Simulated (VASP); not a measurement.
# CuSi16 (a cell with a defect) in VASP: notebook

Runs on CuSi16 (a cell with a defect). Level: PBE+D3(BJ). Tasks: single point.

All numbers are computed with VASP 6.6.1; they aren't measurements. Logs are shortened: lines on timing, memory, paths and dates and some standing lists are left out, and cuts for length are marked.

## (1) The cell of the first run

The cell holds a defect, 17 atoms: a = 7.679 Å, b = 7.679 Å, c = 7.679 Å, α = 60.00°, β = 60.00°, γ = 60.00°.

## (2) Single point, PBE+D3(BJ), collinear spin, zero start

INCAR reads:

```
SYSTEM = CuSi16
PREC = Accurate
ENCUT = 520
EDIFF = 1E-6
ISMEAR = 0
SIGMA = 0.05
LREAL = .False.
LASPH = .True.
NELM = 200
ALGO = Normal
ISIF = 2
LWAVE = .False.
LCHARG = .False.
ISPIN = 2
MAGMOM = 0 0 0 0 0 0 0 0 0 0 0 0 0 0 0 0 0
LORBIT = 11
LMAXMIX = 4
GGA = PE
IVDW = 12
NBANDS = 56
GGA_COMPAT = .False.
```

KPOINTS reads:

```
regular mesh
0
Gamma
  2 2 2
  0 0 0
```

POSCAR reads:

```
CuSi16
1.0
    0.0000000000      5.4300000000      5.4300000000
    5.4300000000      0.0000000000      5.4300000000
    5.4300000000      5.4300000000      0.0000000000
Si Cu
16 1
Direct
   -0.0149870166      0.0034910681      0.0056569982
    0.1264468692      0.1206336096      0.1310553407
    0.0084009208     -0.0174572744      0.5043600368
    0.1264374770      0.1204013812      0.6217512891
    0.0033493554      0.4938720074      0.0026320442
    0.1166279926      0.6300627993      0.1264493554
    0.0032973297      0.4936490792      0.4997159300
    0.1321627072      0.6088435543      0.6291627072
    0.5101732965      0.0047506446      0.0056476980
    0.6176065378      0.1589809392      0.1118603131
    0.5101833333      0.0044164825      0.4795654696
    0.6351011050      0.1213675875      0.6217254144
    0.4911724678      0.5348247698     -0.0130737569
    0.6301186004      0.6310950276      0.1264913444
    0.5055343462      0.4945755985      0.4997509208
    0.6300701657      0.6308460405      0.6122154696
    0.3477538674      0.9666514733      0.8427253223
```

Potentials or basis: VASP PAW PBE potentials, release 64 (Si, Cu).

Run with:

```
$ cat potpaw_PBE.64/Si/POTCAR potpaw_PBE.64/Cu/POTCAR > POTCAR
$ mpirun -np 1 vasp_std > vasp.out
```

OUTCAR:

```text
SYSTEM = CuSi16
   PREC = Accurate
   ENCUT = 520
   EDIFF = 1E-6
   ISMEAR = 0
   LREAL = .False.
   LASPH = .True.
   NELM = 200
   ISIF = 2
   ISPIN = 2
   LORBIT = 11
   GGA = PE
   IVDW = 12
 IVDW          = 12

 ion  position               nearest neighbor table
   1  0.985  0.003  0.006-  10 2.31   6 2.34  17 2.34   4 2.41   2 2.41
   2  0.126  0.121  0.131-   5 2.34   3 2.34   9 2.41   1 2.41  17 2.46
   3  0.008  0.983  0.504-   4 2.34   2 2.34  12 2.34   8 2.34
   4  0.126  0.120  0.622-   7 2.34   3 2.34  11 2.41   1 2.41  17 2.46
   5  0.003  0.494  0.003-   2 2.34  14 2.34   6 2.34   8 2.34
   6  0.117  0.630  0.126-   1 2.34   7 2.34   5 2.34  13 2.36
   7  0.003  0.494  0.500-   4 2.34  16 2.34   6 2.34   8 2.34
   8  0.132  0.609  0.629-  15 2.34   5 2.34   7 2.34   3 2.34
   9  0.510  0.005  0.006-  10 2.32  14 2.34  17 2.34   2 2.41  12 2.41
  10  0.618  0.159  0.112-   1 2.31  11 2.32   9 2.32  13 2.36
  11  0.510  0.004  0.480-  10 2.32  16 2.34  17 2.34   4 2.41  12 2.41
  12  0.635  0.121  0.622-  15 2.34   3 2.34   9 2.41  11 2.41  17 2.45
  13  0.491  0.535  0.987-  10 2.36   6 2.36  16 2.36  14 2.36  17 2.71
  14  0.630  0.631  0.126-   5 2.34  15 2.34   9 2.34  13 2.36
  15  0.506  0.495  0.500-  12 2.34   8 2.34  16 2.34  14 2.34
  16  0.630  0.631  0.612-   7 2.34  15 2.34  11 2.34  13 2.36
  17  0.348  0.967  0.843-   1 2.34  11 2.34   9 2.34  12 2.45   2 2.46   4 2.46  13 2.71

  LATTYP: Found a face centered cubic cell.
 ALAT       =    10.8600000000

  Lattice vectors:

 A1 = (   0.0000000000,   5.4300000000,   5.4300000000)
 A2 = (   5.4300000000,   0.0000000000,   5.4300000000)
 A3 = (   5.4300000000,   5.4300000000,   0.0000000000)

Analysis of symmetry for initial positions (statically):
=====================================================================
 Subroutine PRICEL returns:
 Original cell was already a primitive cell.

 Routine SETGRP: Setting up the symmetry group for a
 face centered cubic supercell.

 Subroutine GETGRP returns: Found  1 space group operations
 (whereof  1 operations were pure point group operations)
 out of a pool of 48 trial point group operations.

The static configuration has the point symmetry C_1 .

Analysis of symmetry for dynamics (positions and initial velocities):
=====================================================================
 Subroutine PRICEL returns:
 Original cell was already a primitive cell.

 Routine SETGRP: Setting up the symmetry group for a
 face centered cubic supercell.

 Subroutine GETGRP returns: Found  1 space group operations
 (whereof  1 operations were pure point group operations)
 out of a pool of 48 trial point group operations.

The dynamic configuration has the point symmetry C_1 .

Analysis of structural, dynamic, and magnetic symmetry:
=====================================================================
 Subroutine PRICEL returns:
 Original cell was already a primitive cell.

 Routine SETGRP: Setting up the symmetry group for a
 face centered cubic supercell.

 Subroutine GETGRP returns: Found  1 space group operations
 (whereof  1 operations were pure point group operations)
 out of a pool of 48 trial point group operations.

The overall configuration has the point symmetry C_1 .

 Subroutine INISYM returns: Found  1 space group operations
 (whereof  1 operations are pure point group operations),
 and found     1 'primitive' translations

----------------------------------------------------------------------------------------

                                     Primitive cell

  volume of cell :     320.2060

  direct lattice vectors                    reciprocal lattice vectors
     0.000000000  5.430000000  5.430000000    -0.092081031  0.092081031  0.092081031
     5.430000000  0.000000000  5.430000000     0.092081031 -0.092081031  0.092081031
     5.430000000  5.430000000  0.000000000     0.092081031  0.092081031 -0.092081031

  length of vectors
     7.679179644  7.679179644  7.679179644     0.159489025  0.159489025  0.159489025

  position of ions in fractional coordinates (direct lattice)
     0.985012983  0.003491068  0.005656998
     0.126446869  0.120633610  0.131055341
     0.008400921  0.982542726  0.504360037
     0.126437477  0.120401381  0.621751289
     0.003349355  0.493872007  0.002632044
     0.116627993  0.630062799  0.126449355
[... 9 lines left out ...]
     0.630070166  0.630846041  0.612215470
     0.347753867  0.966651473  0.842725322

  ion indices of the primitive-cell ions
[... 65 lines left out ...]
   ISTART =      0    job   : 0-new  1-cont  2-samecut
   ICHARG =      2    charge: 1-file 2-atom 10-const
   ISPIN  =      2    spin polarized calculation?
   LNONCOLLINEAR =      F non collinear calculations
   LSORBIT =      F    spin-orbit coupling
   LASPH  =      T    aspherical Exc in radial PAW
   ENCUT  =  520.0 eV  38.22 Ry    6.18 a.u.  14.28 14.28 14.28*2*pi/ulx,y,z
   NELM   =    200;   NELMIN=  2; NELMDL= -5     # of ELM steps
   EDIFF  = 0.1E-05   stopping-criterion for ELM
   LREAL  =      F    real-space projection
   EDIFFG = 0.1E-04   stopping-criterion for IOM
   NSW    =      0    number of steps for IOM
   IBRION =     -1    ionic relax: 0-MD 1-quasi-New 2-CG
   NFREE  =      0    steps in history (QN), initial steepest desc. (CG)
   ISIF   =      2    stress and relaxation
   ISYM   =      2    0-nonsym 1-usesym 2-fastsym
   POTIM  = 0.5000    time-step for ionic-motion
   TEBEG  =    0.0;   TEEND  =   0.0 temperature during run
   PSTRESS=    0.0 pullay stress
   NELECT =      75.0000    total number of electrons
   NUPDOWN=      -1.0000    fix difference up-down
   EMIN   =  10.00;   EMAX   =-10.00  energy-range for DOS
   EFERMI =   0.00;   METHOD = LEGACY
   ISMEAR =     0;   SIGMA  =   0.05  broadening in eV -4-tet -1-fermi 0-gaus
   EFERMI_NEDOS =   21; number of points for ismear=-14 and -15
   IALGO  =     38    algorithm
   IMIX   =      4    mixing-type and parameters
     AMIX     =   0.40;   BMIX     =  1.00
     AMIX_MAG =   1.60;   BMIX_MAG =  1.00
  volume/ion in A,a.u.               =      18.84       127.11
  Fermi-wavevector in a.u.,A,eV,Ry     =   1.009142  1.907001 13.855720  1.018367
  Thomas-Fermi vector in A             =   2.142052
   LORBIT       =     11    0 simple, 1 ext, 2 COOP (PROOUT), +10 PAW based schemes
   GGA     = PE    functional components
   LHFCALC =     F    Hartree Fock is set to
   AEXX    =    0.0000 exact exchange contribution
   IVDW    =    12    specifies the selected vdW correction
   LEPSILON=     F    determine dielectric tensor
   LRPA    =     F    only Hartree local field effects (RPA)
 spin polarized calculation
 Gauss-broadening in eV      SIGMA  =   0.05
  energy-cutoff  :      520.00
  volume of cell :      320.21
 maximum number of plane-waves:      8646
 NGX is ok and might be reduce to    60
   NGX = 29   NGY = 29   NGZ = 29

 number of electron      75.0000000 magnetization       0.0000000

 number of electron      75.0000000 magnetization      -0.0029734

 Free energy of the ion-electron system (eV)
  ---------------------------------------------------
  ext. energy  EPLUGINS =         0.00000000
  ---------------------------------------------------
  free energy    TOTEN  =       -87.47866627 eV

  energy without entropy =      -87.46264898  energy(sigma->0) =      -87.47065762

 E-fermi :   6.9090     XC(G=0):  -9.6742

 val. band max:        6.8783641759   @ k =   0.0000   0.5000   0.0000
 cond. band min:       6.9278981244   @ k =   0.5000   0.5000   0.5000
 fundamental gap:      0.0495339485
 Fermi energy:         6.9090198856

 spin component 1

 k-point     1 :       0.0000    0.0000    0.0000
  band No.  band energies     occupation
      1      -5.9319      1.00000
      2      -3.5835      1.00000
      3      -3.5456      1.00000
      4      -3.5452      1.00000
      5      -3.4587      1.00000
      6      -1.9977      1.00000
[... 405 lines left out ...]
     48      10.4237      0.00000
     49      10.4311      0.00000
 Fermi energy:         6.9090198856

 spin component 2

 k-point     1 :       0.0000    0.0000    0.0000
  band No.  band energies     occupation
      1      -5.9321      1.00000
      2      -3.5837      1.00000
      3      -3.5457      1.00000
      4      -3.5453      1.00000
      5      -3.4589      1.00000
      6      -1.9981      1.00000
[... 405 lines left out ...]
     48      10.4234      0.00000
     49      10.4309      0.00000
 [bands above 49 left out]

------------------------ aborting loop because EDIFF is reached ----------------------------------------

 Edisp (eV)   -5.67197

 E8    (eV) :    -2.3527

  FORCE on cell =-STRESS in cart. coord.  units (eV):
  Direction    XX          YY          ZZ          XY          YZ          ZX
  --------------------------------------------------------------------------------------
  -------------------------------------------------------------------------------------
  Total       2.62293     2.63866     2.59254     0.55033     0.59220    -0.62255
  in kB      13.12405    13.20277    12.97198     2.75362     2.96314    -3.11498
  external pressure =       13.10 kB  Pullay stress =        0.00 kB

 VOLUME and BASIS-vectors are now :
 -----------------------------------------------------------------------------
  energy-cutoff  :      520.00
  volume of cell :      320.21
      direct lattice vectors                 reciprocal lattice vectors
     0.000000000  5.430000000  5.430000000    -0.092081031  0.092081031  0.092081031
     5.430000000  0.000000000  5.430000000     0.092081031 -0.092081031  0.092081031
     5.430000000  5.430000000  0.000000000     0.092081031  0.092081031 -0.092081031

 POSITION                                       TOTAL-FORCE (eV/Angst)
 -----------------------------------------------------------------------------------
      0.04967      5.37934      5.36758         0.013283     -0.013823     -0.009162
      1.36667      1.39824      1.34165         0.015115     -0.000005     -0.006352
      8.07388      2.78429      5.38082        -0.015298      0.014165     -0.015992
      4.02989      4.06266      1.34034        -0.000184     -0.014458     -0.004436
      2.69602      0.03248      2.69991        -0.008968      0.001186      0.000488
      4.10786      1.31991      4.05453         0.003057     -0.003049     -0.005370
[... 9 lines left out ...]
      6.74982      6.74561      6.84677        -0.006037     -0.001490      0.004449
      9.82492      6.46430      7.13722         0.016731     -0.012995      0.014878
 -----------------------------------------------------------------------------------
    total drift:                                0.000089     -0.000095     -0.000161

  FREE ENERGIE OF THE ION-ELECTRON SYSTEM (eV)
  ---------------------------------------------------
  free  energy   TOTEN  =       -93.1506377105 eV

  energy  without entropy=      -93.1346204232  energy(sigma->0) =      -93.14262907

 total charge

# of ion       s       p       d       tot
------------------------------------------
    1        0.735   0.958   0.000   1.694
    2        0.732   0.950   0.000   1.683
    3        0.750   0.946   0.000   1.697
    4        0.732   0.950   0.000   1.683
    5        0.741   0.959   0.000   1.699
    6        0.742   0.951   0.000   1.693
[... 9 lines left out ...]
   16        0.742   0.950   0.000   1.693
   17        0.489   0.444   9.212  10.146
--------------------------------------------------
tot         12.334  15.700   9.212  37.247

 magnetization (x)

# of ion       s       p       d       tot
------------------------------------------
    1       -0.000  -0.000   0.000  -0.000
    2       -0.000  -0.000   0.000  -0.000
    3       -0.000  -0.000   0.000  -0.000
    4       -0.000  -0.000   0.000  -0.000
    5       -0.000  -0.000   0.000  -0.000
    6       -0.000  -0.000   0.000  -0.000
[... 9 lines left out ...]
   16       -0.000  -0.000   0.000  -0.000
   17       -0.000  -0.000   0.000  -0.000
--------------------------------------------------
tot         -0.001  -0.000   0.000  -0.001
```

It took 10 min on 1 thread of AMD EPYC 9R45 (Zen 5), shared host; peak memory 0.71 GiB.

Results:

| Quantity | Value |
| --- | --- |
| Free energy | -93.1506 eV |
| Pressure | 1.3 GPa |
| Largest force | 0.026 eV/Å |
| Net moment | 0.00 μB per cell |
| Valence electrons inside the program's atomic spheres | Si 1.69, 1.68, 1.70, 1.71 (each value once); Cu 10.15 |
| Dispersion energy per atom | -0.334 eV |

Forces in eV/Å, atoms in the order of the input:
```
Si   0.013 -0.014 -0.009
Si   0.015  0.000 -0.006
Si  -0.015  0.014 -0.016
Si   0.000 -0.014 -0.004
Si  -0.009  0.001  0.000
Si   0.003 -0.003 -0.005
Si   0.000  0.011  0.002
Si  -0.004  0.005 -0.002
Si   0.011  0.017  0.008
Si   0.007 -0.013 -0.003
Si  -0.013 -0.012  0.010
Si  -0.007  0.004  0.017
Si  -0.010  0.010 -0.010
Si   0.002  0.005  0.005
Si  -0.004  0.004 -0.005
Si  -0.006 -0.001  0.004
Cu   0.017 -0.013  0.015
```

Caveat: the k points lie up to 0.50 Å⁻¹ apart; no moment was typed at the start, so none could form.

## (3) Single point, PBE+D3(BJ), collinear spin, zero start

INCAR reads:

```
ALGO     = Normal         # electronic algorithm
EDIFF    = 1E-6           # SCF threshold, eV
ENCUT    = 520            # plane-wave cutoff, eV
GGA      = PE             # functional
GGA_COMPAT= F            
ISIF     = 2              # what is computed and relaxed
ISMEAR   = 0              # smearing method
ISPIN    = 2              # spin polarisation
IVDW     = 12             # dispersion correction
LASPH    = T              # aspherical terms in the spheres
LCHARG   = F              # write CHGCAR
LMAXMIX  = 4              # l up to which the mixer works
LORBIT   = 11             # projections on sites
LREAL    = F              # projectors in reciprocal space
LWAVE    = F              # write WAVECAR
MAGMOM   = 0 0 0 0 0 0 0 0 0 0 0 0 0 0 0 0 0 # initial moments
NBANDS   = 56             # bands
NELM     = 200            # most SCF steps
PREC     = Accurate       # precision mode
SIGMA    = 0.05           # smearing width, eV
```

KPOINTS reads:

```
k-points
0
Gamma
  2 2 2
```

POSCAR reads:

```
CuSi16
1.0
    0.0000000000      5.4300000000      5.4300000000
    5.4300000000      0.0000000000      5.4300000000
    5.4300000000      5.4300000000      0.0000000000
Si Cu
16 1
Direct
   -0.0178181400      0.0038792818      0.0068822284
    0.1220904236      0.1211416206      0.1369517495
    0.0105469613     -0.0270009208      0.5081171271
    0.1220706262      0.1211273481      0.6196129834
    0.0018372007      0.4935813996      0.0049602210
    0.1159127072      0.6311860037      0.1263445672
    0.0018395028      0.4935569982      0.4994034070
    0.1344390424      0.6013453039      0.6319906077
    0.5092798343      0.0039183241      0.0067908840
    0.6147013812      0.1605218232      0.1122908840
    0.5093312155      0.0038803867      0.4797864641
    0.6393737569      0.1211417127      0.6196606814
    0.4903630755      0.5335953039     -0.0120877532
    0.6287660221      0.6312107735      0.1263347145
    0.5073992634      0.4935753223      0.4994029466
    0.6287804788      0.6311865562      0.6134712707
    0.3305589319      1.0127692449      0.8281841621
```

Potentials or basis: VASP PAW PBE potentials, release 64 (Si, Cu).

Run with:

```
$ cat potpaw_PBE.64/Si/POTCAR potpaw_PBE.64/Cu/POTCAR > POTCAR
$ mpirun -np 1 vasp_std > vasp.out
```

Run time: 9 min. Hardware: 1 thread of AMD EPYC 9R45 (Zen 5), shared host; peak memory 0.7 GiB.

Results (log left out):

```
Free energy                                           : -93.1531 eV
Pressure                                              : 1.4 GPa
Largest force                                         : 0.019 eV/Å
Net moment                                            : 0.00 μB per cell
Valence electrons inside the program's atomic spheres : Si 1.69, 1.70 (each value once); Cu 10.17
Dispersion energy per atom                            : -0.334 eV
```

Forces on the atoms (eV/Å):
```
Si   0.003 -0.004 -0.009
Si   0.015 -0.003  0.000
Si  -0.009  0.008 -0.009
Si   0.002 -0.014  0.001
Si  -0.002 -0.001  0.002
Si  -0.002  0.001  0.001
Si   0.002  0.003  0.002
Si   0.004 -0.004  0.003
Si   0.006  0.012  0.003
Si   0.006 -0.007  0.006
Si  -0.010 -0.006  0.003
Si   0.000 -0.002  0.016
Si  -0.010  0.010 -0.011
Si  -0.002  0.000 -0.001
Si   0.001 -0.002 -0.002
Si   0.001  0.002 -0.001
Cu  -0.005  0.007 -0.004
```

Levels at points of the mesh, in eV from the Fermi level:
Spin up:
```
           k point  band 35  band 36  band 37  band 38  band 39  band 40
(0.00, 0.00, 0.00)    -1.07    -0.71    -0.51    -0.51    -0.43    -0.01
(0.50, 0.00, 0.00)    -1.51    -1.45    -1.28     0.08     0.49     0.59
(0.00, 0.50, 0.00)    -1.47    -1.06    -1.06    -0.02     0.44     0.87
(0.00, 0.00, 0.50)    -1.51    -1.45    -1.28     0.08     0.49     0.59
(0.50, 0.50, 0.50)    -1.51    -1.45    -1.28     0.08     0.49     0.59
(0.50, 0.50, 0.00)    -2.04    -2.00    -1.69     0.12     0.32     1.36
(0.00, 0.50, 0.50)    -2.04    -2.00    -1.69     0.12     0.32     1.36
(0.50, 0.00, 0.50)    -2.04    -2.00    -1.69     0.12     0.32     1.36
```
Spin down:
| k point | band 35 | band 36 | band 37 | band 38 | band 39 | band 40 |
| --- | --- | --- | --- | --- | --- | --- |
| (0.00, 0.00, 0.00) | -1.07 | -0.71 | -0.51 | -0.51 | -0.43 | -0.01 |
| (0.50, 0.00, 0.00) | -1.51 | -1.45 | -1.28 | 0.08 | 0.49 | 0.59 |
| (0.00, 0.50, 0.00) | -1.47 | -1.06 | -1.06 | -0.02 | 0.44 | 0.87 |
| (0.00, 0.00, 0.50) | -1.51 | -1.45 | -1.28 | 0.08 | 0.49 | 0.59 |
| (0.50, 0.50, 0.50) | -1.51 | -1.45 | -1.28 | 0.08 | 0.49 | 0.59 |
| (0.50, 0.50, 0.00) | -2.04 | -2.00 | -1.69 | 0.12 | 0.32 | 1.36 |
| (0.00, 0.50, 0.50) | -2.04 | -2.00 | -1.69 | 0.12 | 0.32 | 1.36 |
| (0.50, 0.00, 0.50) | -2.04 | -2.00 | -1.69 | 0.12 | 0.32 | 1.36 |

Caveat: the k points lie up to 0.50 Å⁻¹ apart; no moment was typed at the start, so none could form.
